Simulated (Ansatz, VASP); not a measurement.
## Ge7Au in VASP and in Ansatz

```xyz
8
Lattice="0.0000 4.2616 4.2616 4.2616 0.0000 4.2616 4.2616 4.2616 0.0000" Properties=species:S:1:pos:R:3 pbc="T T T"
Ge    4.2616    4.2616    4.2616
Ge    4.2616    6.3924    2.1308
Ge    2.1308    4.2616    2.1308
Ge    4.2616    2.1308    2.1308
Ge    6.3924    4.2616    2.1308
Ge    6.3924    6.3924    4.2616
Ge    6.3924    2.1308    4.2616
Au    0.0000    4.2616    4.2616
```

Alike in both runs: task single point; functional PBE; k mesh 4 × 4 × 4; occupations gaussian, width 0.1 eV; no spin polarisation.

|  | VASP | Ansatz |
| --- | --- | --- |
| version | VASP 6.6.1 | Ansatz 0.2.0 |
| potentials or method | VASP PAW PBE potentials, release 64 (Ge_d, Au), cutoff 520 eV | scalar-relativistic, plane waves, PAW |
| valence electrons in the cell | 109 | 117 |

```tsv
	VASP	Ansatz	Ansatz less VASP
gap on the k mesh at the Fermi level (eV)	none	none	-
pressure (GPa)	0.0	0.0	+0.01
```

A gap of «none» marks a metal or a gap that the smearing closes. VASP's potentials hold 109 valence electrons a cell and Ansatz's 117, so a difference there can come from the potentials and not from the codes.

Neither program's run includes spin-orbit coupling.
